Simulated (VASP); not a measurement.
Crystal: Nb3Pd.

```xyz
4
Lattice="1.7226 -2.2174 0.0000 1.7226 2.2174 0.0000 0.0000 0.0000 9.0767" Properties=species:S:1:pos:R:3 pbc="T T T"
Nb    1.7226    0.0000    6.9002
Nb    0.0000    0.0000    4.5384
Nb    1.7226    0.0000    2.1765
Pd    0.0000    0.0000    0.0000
```

```yaml
Program: VASP 6.6.1
Task: relaxation of cell and atoms
Functional: LDA
Potentials_or_basis: VASP PAW LDA potentials, release 64 (Nb_sv, Pd)
Cutoff: 600 eV
k_mesh: 8 × 8 × 3
Occupations: methfessel-paxton, width 0.1 eV
Spin: no spin polarisation
```

At the start: pressure -11.6 GPa; volume 17.33 Å³/atom.

How do energy, volume and symmetry change on relaxing?

Over 10 steps the energy falls by 40.5 meV/atom and the volume is 16.28 Å³/atom (-6.1 %); space group Cmmm (No. 65, to 0.1 Å) before and after.

Step by step:
```csv
step,energy change (eV),largest force (eV/Å),pressure (GPa),volume (Å³)
1,0.0000,0.0515,-11.56,69.34
2,0.5599,0.1987,33.94,57.53
3,-0.1609,0.0104,-0.53,65.29
4,-0.1611,0.0081,-0.06,65.14
5,-0.1611,0.0068,0.19,65.06
6,-0.1619,0.0066,0.19,65.05
7,-0.1620,0.0121,0.19,65.05
8,-0.1620,0.0113,0.19,65.05
9,-0.1619,0.0042,-0.35,65.22
10,-0.1620,0.0086,-0.02,65.12
```

Final structure:
```xyz
4
Lattice="1.6812 -2.1676 0.0000 1.6812 2.1676 0.0000 0.0000 0.0000 8.9342" Properties=species:S:1:pos:R:3 pbc="T T T"
Nb    1.6812    0.0000    6.7928
Nb    0.0000    0.0000    4.4671
Nb    1.6812    0.0000    2.1414
Pd    0.0000    0.0000    0.0000
```
